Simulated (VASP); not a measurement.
# Al2Cu (I4/mmm) in VASP: single point with PBE

Aim: the single point of Al2Cu with PBE.

All numbers are computed with VASP 6.6.1; they aren't measurements. Logs are shortened: lines on timing, memory, paths and dates and some standing lists are left out, and cuts for length are marked.

## (1) The cell of the first run

Symmetry: I4/mmm, No. 139, tetragonal system. The conventional cell has a = 4.042 Å, b = 4.042 Å, c = 5.918 Å, α = 90.00°, β = 90.00°, γ = 90.00°. Within 3.3 Å of Al (site symmetry -4m2) lie 4 Cu at 2.50 Å and 6 Al at 2.86 to 2.96 Å. Within 3.3 Å of Cu (site symmetry 4/mmm) lie 8 Al at 2.50 Å.

## (2) Single point, PBE

File INCAR:

```
PREC = Accurate
ENCUT = 520
EDIFF = 1E-7
ISMEAR = 0
SIGMA = 0.15
LREAL = False
LASPH = True
NELM = 80
ALGO = Fast
ISIF = 2
LWAVE = False
LCHARG = False
GGA = PE
NBANDS = 16
```

File KPOINTS:

```
regular mesh
0
Gamma
  14 14 14
```

File POSCAR:

```
Al2Cu
1.0
   -2.0207808866      2.0207808866      2.9587710369
    2.0207808866     -2.0207808866      2.9587710369
    2.0207808866      2.0207808866     -2.9587710369
Al Cu
2 1
Direct
    0.7500000000      0.2500000000      0.5000000000
    0.2500000000      0.7500000000      0.5000000000
    0.5000000000      0.5000000000      0.0000000000
```

Potentials or basis: VASP PAW PBE potentials, release 64 (Al, Cu).

Run with:

```bash
$ cat potpaw_PBE.64/Al/POTCAR potpaw_PBE.64/Cu/POTCAR > POTCAR
$ mpirun -np 1 vasp_std > vasp.out
```

OUTCAR:

```text
PREC = Accurate
   ENCUT = 520
   EDIFF = 1E-7
   ISMEAR = 0
   LREAL = False
   LASPH = True
   NELM = 80
   ISIF = 2
   GGA = PE

 ion  position               nearest neighbor table
   1  0.750  0.250  0.500-   3 2.50   3 2.50   3 2.50   3 2.50   2 2.86   2 2.86   2 2.86   2 2.86
                             2 2.96   2 2.96
   2  0.250  0.750  0.500-   3 2.50   3 2.50   3 2.50   3 2.50   1 2.86   1 2.86   1 2.86   1 2.86
                             1 2.96   1 2.96
   3  0.500  0.500  0.000-   2 2.50   1 2.50   1 2.50   2 2.50   1 2.50   2 2.50   2 2.50   1 2.50

  LATTYP: Found a body centered tetragonal cell.
 ALAT       =     4.0415617732
 C/A-ratio  =     1.4641721210

  Lattice vectors:

 A1 = (  -2.0207808866,   2.0207808866,   2.9587710369)
 A2 = (   2.0207808866,  -2.0207808866,   2.9587710369)
 A3 = (   2.0207808866,   2.0207808866,  -2.9587710369)

Analysis of symmetry for initial positions (statically):
=====================================================================
 Subroutine PRICEL returns:
 Original cell was already a primitive cell.

 Routine SETGRP: Setting up the symmetry group for a
 body centered tetragonal supercell.

 Subroutine GETGRP returns: Found 16 space group operations
 (whereof 16 operations were pure point group operations)
 out of a pool of 16 trial point group operations.

The static configuration has the point symmetry D_4h.

Analysis of symmetry for dynamics (positions and initial velocities):
=====================================================================
 Subroutine PRICEL returns:
 Original cell was already a primitive cell.

 Routine SETGRP: Setting up the symmetry group for a
 body centered tetragonal supercell.

 Subroutine GETGRP returns: Found 16 space group operations
 (whereof 16 operations were pure point group operations)
 out of a pool of 16 trial point group operations.

The dynamic configuration has the point symmetry D_4h.

 Subroutine INISYM returns: Found 16 space group operations
 (whereof 16 operations are pure point group operations),
 and found     1 'primitive' translations

----------------------------------------------------------------------------------------

                                     Primitive cell

  volume of cell :      48.3292

  direct lattice vectors                    reciprocal lattice vectors
    -2.020780887  2.020780887  2.958771037     0.000000000  0.247429102  0.168989082
     2.020780887 -2.020780887  2.958771037     0.247429102  0.000000000  0.168989082
     2.020780887  2.020780887 -2.958771037     0.247429102  0.247429102  0.000000000
[... 90 lines left out ...]
   IBRION =     -1    ionic relax: 0-MD 1-quasi-New 2-CG
   NFREE  =      0    steps in history (QN), initial steepest desc. (CG)
   ISIF   =      2    stress and relaxation
   ISYM   =      2    0-nonsym 1-usesym 2-fastsym
   POTIM  = 0.5000    time-step for ionic-motion
   TEBEG  =    0.0;   TEEND  =   0.0 temperature during run
   PSTRESS=    0.0 pullay stress
   NELECT =      17.0000    total number of electrons
   NUPDOWN=      -1.0000    fix difference up-down
   EMIN   =  10.00;   EMAX   =-10.00  energy-range for DOS
   EFERMI =   0.00;   METHOD = LEGACY
   ISMEAR =     0;   SIGMA  =   0.15  broadening in eV -4-tet -1-fermi 0-gaus
   EFERMI_NEDOS =   21; number of points for ismear=-14 and -15
   IALGO  =     68    algorithm
   IMIX   =      4    mixing-type and parameters
     AMIX     =   0.40;   BMIX     =  1.00
     AMIX_MAG =   1.60;   BMIX_MAG =  1.00
  volume/ion in A,a.u.               =      16.11       108.71
  Fermi-wavevector in a.u.,A,eV,Ry     =   1.155636  2.183836 18.170519  1.335495
  Thomas-Fermi vector in A             =   2.292263
   LORBIT       =      0    0 simple, 1 ext, 2 COOP (PROOUT), +10 PAW based schemes
   GGA     = PE    functional components
   LHFCALC =     F    Hartree Fock is set to
   AEXX    =    0.0000 exact exchange contribution
   IVDW    =     0    specifies the selected vdW correction
   LEPSILON=     F    determine dielectric tensor
   LRPA    =     F    only Hartree local field effects (RPA)
 non-spin polarized calculation
 RMM-DIIS sequential band-by-band and
 Gauss-broadening in eV      SIGMA  =   0.15
  energy-cutoff  :      520.00
  volume of cell :       48.33
 maximum number of plane-waves:      1327
   NGX = 15   NGY = 15   NGZ = 15

 number of electron      17.0000009 magnetization

 Free energy of the ion-electron system (eV)
  ---------------------------------------------------
  ext. energy  EPLUGINS =         0.00000000
  ---------------------------------------------------
  free energy    TOTEN  =       -11.74196399 eV

  energy without entropy =      -11.73204256  energy(sigma->0) =      -11.73700328

 E-fermi :   6.9080     XC(G=0): -10.4076

 val. band max:        6.9051350945   @ k =   0.2857   0.1429   0.0714
 cond. band min:       6.9166201334   @ k =   0.1429  -0.0000   0.0000
 fundamental gap:      0.0114850389
 Fermi energy:         6.9079919631

 k-point     1 :       0.0000    0.0000    0.0000
  band No.  band energies     occupation
      1      -3.2213      2.00000
      2       2.3956      2.00000
      3       2.3956      2.00000
      4       2.4278      2.00000
      5       2.9257      2.00000
      6       2.9812      2.00000
[... 433 lines left out ...]
      3       2.4788      2.00000
      4       2.6010      2.00000
      5       2.8897      2.00000
      6       3.0101      2.00000
[... 8 lines left out ...]
     15      14.1951      0.00000
     16      17.4259      0.00000

 [... further k-points ...]

------------------------ aborting loop because EDIFF is reached ----------------------------------------

  FORCE on cell =-STRESS in cart. coord.  units (eV):
  Direction    XX          YY          ZZ          XY          YZ          ZX
  --------------------------------------------------------------------------------------
  -------------------------------------------------------------------------------------
  Total        0.3859819      0.3859819     -0.4910828      0.0000000      0.0000000      0.0000000
  in kB       12.7958083     12.7958083    -16.2800398      0.0000000      0.0000000      0.0000000
  external PRESSURE =       3.1038590 kB  Pullay stress =       0.0000000 kB

 VOLUME and BASIS-vectors are now :
 -----------------------------------------------------------------------------
  energy-cutoff  :      520.00
  volume of cell :       48.33
      direct lattice vectors                 reciprocal lattice vectors
    -2.020780887  2.020780887  2.958771037     0.000000000  0.247429102  0.168989082
     2.020780887 -2.020780887  2.958771037     0.247429102  0.000000000  0.168989082
     2.020780887  2.020780887 -2.958771037     0.247429102  0.247429102  0.000000000

 POSITION                                       TOTAL-FORCE (eV/Angst)
 -----------------------------------------------------------------------------------
      0.00000      2.02078      1.47939         0.000000     -0.000000      0.000000
      2.02078      0.00000      1.47939        -0.000000      0.000000     -0.000000
      0.00000      0.00000      2.95877         0.000000     -0.000000      0.000000
 -----------------------------------------------------------------------------------
    total drift:                               -0.000000      0.000000     -0.000000

  FREE ENERGIE OF THE ION-ELECTRON SYSTEM (eV)
  ---------------------------------------------------
  free  energy   TOTEN  =       -11.7419639854 eV

  energy  without entropy=      -11.7320425647  energy(sigma->0) =      -11.73700328
```

stdout:

```text
POSCAR found type information on POSCAR AlCu
 POSCAR found :  2 types and       3 ions
 scaLAPACK will be used
 LDA part: xc-table for (Slater+PW92), standard interpolation
 POSCAR, INCAR and KPOINTS ok, starting setup
 FFT: planning ... GRIDC
 FFT: planning ... GRID_SOFT
 FFT: planning ... GRID
 WAVECAR not read
 entering main loop
WARNING in EDDRMM: call to ZHEGV failed, returncode =   6  3     14
```

Run time: 1.8 min. Hardware: 1 thread of Intel Xeon 6975P-C (Granite Rapids), shared host; peak memory 0.31 GiB.

What came out:

* Free energy: -11.7420 eV
* Pressure: 0.3 GPa
* Band gap on the k mesh: zero (an odd number of electrons rules out a gap without spin polarisation)

Stress tensor (GPa, compression positive):
```
 1.28  0.00  0.00
 0.00  1.28  0.00
 0.00  0.00 -1.63
```

Levels at points of the mesh, in eV from the Fermi level:
| k point | band 6 | band 7 | band 8 | band 9 | band 10 | band 11 | band 12 | band 13 |
| --- | --- | --- | --- | --- | --- | --- | --- | --- |
| (0.00, 0.00, 0.00) | -3.93 | 2.72 | 2.72 | 2.74 | 3.01 | 3.01 | 3.10 | 4.05 |
| (0.50, 0.00, 0.00) | -3.89 | -3.87 | 0.45 | 0.76 | 2.69 | 2.97 | 3.77 | 4.34 |
| (0.50, 0.50, 0.00) | -3.81 | -3.64 | -2.15 | -1.90 | 0.12 | 1.49 | 8.92 | 9.84 |
| (0.50, 0.50, 0.50) | -3.79 | -3.75 | -1.81 | -1.81 | 0.53 | 1.69 | 8.94 | 10.57 |

Caveat: the cell differs from its parent crystal (strain +e along x and -e along y +0.0000, strain +e along z and -e/2 along x and y +0.0233).
